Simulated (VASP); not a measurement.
# MgB2 (P6/mmm) in VASP: further runs, part 3 of 3

VASP 6.6.1. The steps go on from the part before.

**5. Single point, r2SCAN**

This run uses another cell than the first one, of 9.55 Å³/atom.

Input file POSCAR:

```
MgB2
1.0
    3.0657312946      0.0000000000      0.0000000000
   -1.5328656473      2.6550011823      0.0000000000
    0.0000000000      0.0000000000      3.5205112975
Mg B
1 2
Direct
    0.0000000000      0.0000000000      0.0000000000
    0.3333333333      0.6666666667      0.5000000000
    0.6666666667      0.3333333333      0.5000000000
```

Input file INCAR.step1:

```
  PREC = Accurate
  ENCUT = 750
  ISMEAR = 0
  SIGMA = 0.1
  LREAL = False
  LASPH = True
  NELM = 120
  NBANDS = 15
  GGA = PE
  ALGO = Normal
  EDIFF = 1E-5
  LWAVE = True
  LCHARG = False
  GGA_COMPAT = False
```

Input file INCAR.step2:

```
  PREC = Accurate
  ENCUT = 750
  EDIFF = 1E-6
  ISMEAR = 0
  SIGMA = 0.1
  LREAL = False
  LASPH = True
  NELM = 120
  ALGO = Normal
  ISIF = 2
  LWAVE = False
  LCHARG = False
  METAGGA = R2SCAN
  LMIXTAU = True
  NBANDS = 15
  ISTART = 1
  GGA_COMPAT = False
```

Input file KPOINTS:

```
Automatic mesh
0
Gamma
  15 15 12
```

Potentials or basis: VASP PAW PBE potentials, release 64 (Mg_sv, B).

On the command line:

```bash
$ cat potpaw_PBE.64/Mg_sv/POTCAR potpaw_PBE.64/B/POTCAR > POTCAR
$ cp INCAR.step1 INCAR
$ mpirun -np 1 vasp_std > vasp.out
$ cp INCAR.step2 INCAR
$ mpirun -np 1 vasp_std > vasp.out
```

OUTCAR:

```text
PREC = Accurate
   ENCUT = 750
   EDIFF = 1E-6
   ISMEAR = 0
   LREAL = False
   LASPH = True
   NELM = 120
   ISIF = 2
   METAGGA = R2SCAN
   ISTART = 1

 ion  position               nearest neighbor table
   1  0.000  0.000  0.000-
   2  0.333  0.667  0.500-   3 1.77   3 1.77   3 1.77
   3  0.667  0.333  0.500-   2 1.77   2 1.77   2 1.77

  LATTYP: Found a hexagonal cell.
 ALAT       =     3.0657312946
 C/A-ratio  =     1.1483430735

  Lattice vectors:

 A1 = (   3.0657312946,   0.0000000000,   0.0000000000)
 A2 = (  -1.5328656473,   2.6550011823,   0.0000000000)
 A3 = (   0.0000000000,   0.0000000000,   3.5205112975)

Analysis of symmetry for initial positions (statically):
=====================================================================
 Subroutine PRICEL returns:
 Original cell was already a primitive cell.

 Routine SETGRP: Setting up the symmetry group for a
 hexagonal supercell.

 Subroutine GETGRP returns: Found 24 space group operations
 (whereof 24 operations were pure point group operations)
 out of a pool of 24 trial point group operations.

The static configuration has the point symmetry D_6h.

Analysis of symmetry for dynamics (positions and initial velocities):
=====================================================================
 Subroutine PRICEL returns:
 Original cell was already a primitive cell.

 Routine SETGRP: Setting up the symmetry group for a
 hexagonal supercell.

 Subroutine GETGRP returns: Found 24 space group operations
 (whereof 24 operations were pure point group operations)
 out of a pool of 24 trial point group operations.

The dynamic configuration has the point symmetry D_6h.

 Subroutine INISYM returns: Found 24 space group operations
 (whereof 24 operations are pure point group operations),
 and found     1 'primitive' translations

----------------------------------------------------------------------------------------

                                     Primitive cell

  volume of cell :      28.6553

  direct lattice vectors                    reciprocal lattice vectors
     3.065731295  0.000000000  0.000000000     0.326186448  0.188323833  0.000000000
    -1.532865647  2.655001182  0.000000000     0.000000000  0.376647667  0.000000000
     0.000000000  0.000000000  3.520511298     0.000000000  0.000000000  0.284049649

  length of vectors
     3.065731295  3.065731295  3.520511298     0.376647667  0.376647667  0.284049649

  position of ions in fractional coordinates (direct lattice)
     0.000000000  0.000000000  0.000000000
     0.333333333  0.666666667  0.500000000
     0.666666667  0.333333333  0.500000000

  ion indices of the primitive-cell ions
   primitive index   ion index
                 1           1
                 2           2
                 3           3

----------------------------------------------------------------------------------------

 KPOINTS: Automatic mesh

Automatic generation of k-mesh.
[... 28 lines left out ...]
  0.333333  0.000000  0.000000      6.000000
[... 16 lines left out ...]
  0.333333  0.200000  0.000000     12.000000
  0.400000  0.200000  0.000000      6.000000
 [... further k-points ...]
   k-points           NKPTS =    189   k-points in BZ     NKDIM =    189   number of bands    NBANDS=     15
   number of dos      NEDOS =    301   number of ions     NIONS =      3
   total plane-waves  NPLWV =  25088
   dimension x,y,z NGX =    28 NGY =   28 NGZ =   32
   dimension x,y,z NGXF=    56 NGYF=   56 NGZF=   64
   ions per type =               1   2
   NGX,Y,Z   is equivalent  to a cutoff of  15.18, 15.18, 15.11 a.u.
   NGXF,Y,Z  is equivalent  to a cutoff of  30.37, 30.37, 30.22 a.u.
 SYSTEM =  unknown system
   PREC   = accura    normal or accurate (medium, high low for compatibility)
   ISTART =      1    job   : 0-new  1-cont  2-samecut
   ICHARG =      0    charge: 1-file 2-atom 10-const
   ISPIN  =      1    spin polarized calculation?
   LNONCOLLINEAR =      F non collinear calculations
   LSORBIT =      F    spin-orbit coupling
   LASPH  =      T    aspherical Exc in radial PAW
   ENCUT  =  750.0 eV  55.12 Ry    7.42 a.u.   6.85  6.85  7.86*2*pi/ulx,y,z
   NELM   =    120;   NELMIN=  2; NELMDL=  0     # of ELM steps
   EDIFF  = 0.1E-05   stopping-criterion for ELM
   LREAL  =      F    real-space projection
   EDIFFG = 0.1E-04   stopping-criterion for IOM
   NSW    =      0    number of steps for IOM
   IBRION =     -1    ionic relax: 0-MD 1-quasi-New 2-CG
   NFREE  =      0    steps in history (QN), initial steepest desc. (CG)
   ISIF   =      2    stress and relaxation
   ISYM   =      2    0-nonsym 1-usesym 2-fastsym
   POTIM  = 0.5000    time-step for ionic-motion
   TEBEG  =    0.0;   TEEND  =   0.0 temperature during run
   PSTRESS=    0.0 pullay stress
   NELECT =      16.0000    total number of electrons
   NUPDOWN=      -1.0000    fix difference up-down
   EMIN   =  10.00;   EMAX   =-10.00  energy-range for DOS
   EFERMI =   0.00;   METHOD = LEGACY
   ISMEAR =     0;   SIGMA  =   0.10  broadening in eV -4-tet -1-fermi 0-gaus
   EFERMI_NEDOS =   21; number of points for ismear=-14 and -15
   IALGO  =     38    algorithm
   IMIX   =      4    mixing-type and parameters
     AMIX     =   0.40;   BMIX     =  1.00
     AMIX_MAG =   1.60;   BMIX_MAG =  1.00
  volume/ion in A,a.u.               =       9.55        64.46
  Fermi-wavevector in a.u.,A,eV,Ry     =   1.348073  2.547488 24.725867  1.817300
  Thomas-Fermi vector in A             =   2.475771
   LORBIT       =      0    0 simple, 1 ext, 2 COOP (PROOUT), +10 PAW based schemes
   METAGGA = R2SCAN    functional components
   LHFCALC =     F    Hartree Fock is set to
   AEXX    =    0.0000 exact exchange contribution
   IVDW    =     0    specifies the selected vdW correction
   LEPSILON=     F    determine dielectric tensor
   LRPA    =     F    only Hartree local field effects (RPA)
 non-spin polarized calculation
 Gauss-broadening in eV      SIGMA  =   0.10
  energy-cutoff  :      750.00
  volume of cell :       28.66
 maximum number of plane-waves:      1352
 NGX is ok and might be reduce to    28
   NGX = 13   NGY = 13   NGZ = 15

 number of electron      16.0000016 magnetization

 Free energy of the ion-electron system (eV)
  ---------------------------------------------------
  ext. energy  EPLUGINS =         0.00000000
  ---------------------------------------------------
  free energy    TOTEN  =       -19.42705268 eV

  energy without entropy =      -19.42400461  energy(sigma->0) =      -19.42552864

 E-fermi :   5.1986     XC(G=0): -11.8691

 val. band max:        5.1947256106   @ k =   0.3333   0.1333   0.5000
 cond. band min:       5.2070310191   @ k =   0.0667   0.0000   0.0833
 fundamental gap:      0.0123054086
 Fermi energy:         5.1985678781

 k-point     1 :       0.0000    0.0000    0.0000
  band No.  band energies     occupation
      1     -73.0505      2.00000
      2     -38.1632      2.00000
      3     -38.1632      2.00000
      4     -38.1455      2.00000
      5      -8.0986      2.00000
      6       1.9869      2.00000
      7       5.6199      0.00000
      8       5.6199      0.00000
      9       7.1350      0.00000
     10      11.9395      0.00000
     11      11.9395      0.00000
     12      13.9095      0.00000
     13      16.1405      0.00000
     14      19.2889      0.00000
[... 401 lines left out ...]
      2     -38.2002      2.00000
      3     -38.1824      2.00000
      4     -38.1383      2.00000
      5      -3.5080      2.00000
      6      -2.6835      2.00000
      7       0.5132      2.00000
      8       5.9760      0.00000
      9       8.0957      0.00000
     10      11.3145      0.00000
     11      11.6080      0.00000
     12      14.2592      0.00000
     13      15.4731      0.00000
     14      18.1551      0.00000
     15      20.0399      0.00000

 [... further k-points ...]

------------------------ aborting loop because EDIFF is reached ----------------------------------------

  FORCE on cell =-STRESS in cart. coord.  units (eV):
  Direction    XX          YY          ZZ          XY          YZ          ZX
  --------------------------------------------------------------------------------------
  -------------------------------------------------------------------------------------
  Total       -0.0271845     -0.0271845     -0.0182237      0.0000000     -0.0000000     -0.0000000
  in kB       -1.5199453     -1.5199453     -1.0189244      0.0000000     -0.0000000     -0.0000000
  external PRESSURE =      -1.3529383 kB  Pullay stress =       0.0000000 kB

 VOLUME and BASIS-vectors are now :
 -----------------------------------------------------------------------------
  energy-cutoff  :      750.00
  volume of cell :       28.66
      direct lattice vectors                 reciprocal lattice vectors
     3.065731295  0.000000000  0.000000000     0.326186448  0.188323833  0.000000000
    -1.532865647  2.655001182  0.000000000     0.000000000  0.376647667  0.000000000
     0.000000000  0.000000000  3.520511298     0.000000000  0.000000000  0.284049649

 POSITION                                       TOTAL-FORCE (eV/Angst)
 -----------------------------------------------------------------------------------
      0.00000      0.00000      0.00000        -0.000000      0.000000      0.000000
     -0.00000      1.77000      1.76026         0.000000     -0.000000      0.000000
      1.53287      0.88500      1.76026         0.000000      0.000000     -0.000000
 -----------------------------------------------------------------------------------
    total drift:                               -0.000000      0.000000      0.000000

  FREE ENERGIE OF THE ION-ELECTRON SYSTEM (eV)
  ---------------------------------------------------
  free  energy   TOTEN  =       -19.4270526799 eV

  energy  without entropy=      -19.4240046062  energy(sigma->0) =      -19.42552864
```

Wall time 2.9 min (1 thread of Intel Xeon 6975P-C (Granite Rapids), shared host); peak memory 0.26 GiB.

What came out:

```
Free energy            : -19.4271 eV
Pressure               : -0.1 GPa
Band gap on the k mesh : zero (bands 8 and 9 overlap by 3.97 eV)
```

Caveat: the PAW data sets were made with another functional, which shifts forces and pressure a little.

**6. Overview**

| cell | smearing | gap on the mesh (eV) | pressure (GPa) |
| --- | --- | --- | --- |
| a = 3.036, b = 3.036, c = 3.452 Å, angles 90.0, 90.0, 120.0°, 3 atoms | fermi-dirac 0.1 eV | none | 6.0 |
| a = 3.069, b = 3.069, c = 3.513 Å, angles 90.0, 90.0, 120.0°, 3 atoms | fermi-dirac 0.15 eV | none | -0.1 |
| a = 3.066, b = 3.066, c = 3.521 Å, angles 90.0, 90.0, 120.0°, 3 atoms | gaussian 0.1 eV | none | -0.1 |

Alike in all rows: task single point; level r2SCAN; potentials or basis VASP PAW PBE potentials, release 64 (Mg_sv, B); no spin polarisation; k mesh 15 × 15 × 12; cutoff (eV) 750.

Caveats: the PAW data sets were made with another functional, which shifts forces and pressure a little; the cell stands under pressure (at least some runs).

Total energies depend on the potentials used, so only differences within one code and one set of settings carry meaning.
